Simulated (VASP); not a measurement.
## ZnSe: single point with r2SCAN

ZnSe:

```
Zn Se
1.0
     0.00000    2.83242    2.83242
     2.83242    0.00000    2.83242
     2.83242    2.83242    0.00000
Zn Se
1 1
Direct
  0.00000 0.00000 0.00000
  0.25000 0.25000 0.25000
```

- Program: VASP 6.6.1
- Task: single point
- Functional: r2SCAN
- Potentials or basis: VASP PAW PBE potentials, release 64 (Zn, Se)
- Cutoff: 520 eV
- k mesh: 6 × 6 × 6, shifted
- Occupations: gaussian, width 0.01 eV
- Spin: no spin polarisation

| Quantity | Value |
| --- | --- |
| Pressure | 0.1 GPa |
| Band gap on the k mesh | 2.49 eV, direct |

Levels at points of the mesh, in eV from the valence-band top:
```
           k point  band 6  band 7  band 8  band 9  band 10  band 11  band 12  band 13
(0.08, 0.08, 0.08)   -6.22   -0.61    0.00    0.00     2.49     6.31     6.51     6.51
```

Run time: 11 min on 1 thread of AMD EPYC 9R45 96-Core Processor (Zen 5), with other jobs on the host, peak memory 0.4 GiB.

Caveat: the PAW data sets were made with another functional, which shifts forces and pressure a little. r2SCAN opens gaps a little over a GGA but as a rule still falls short of measured ones.
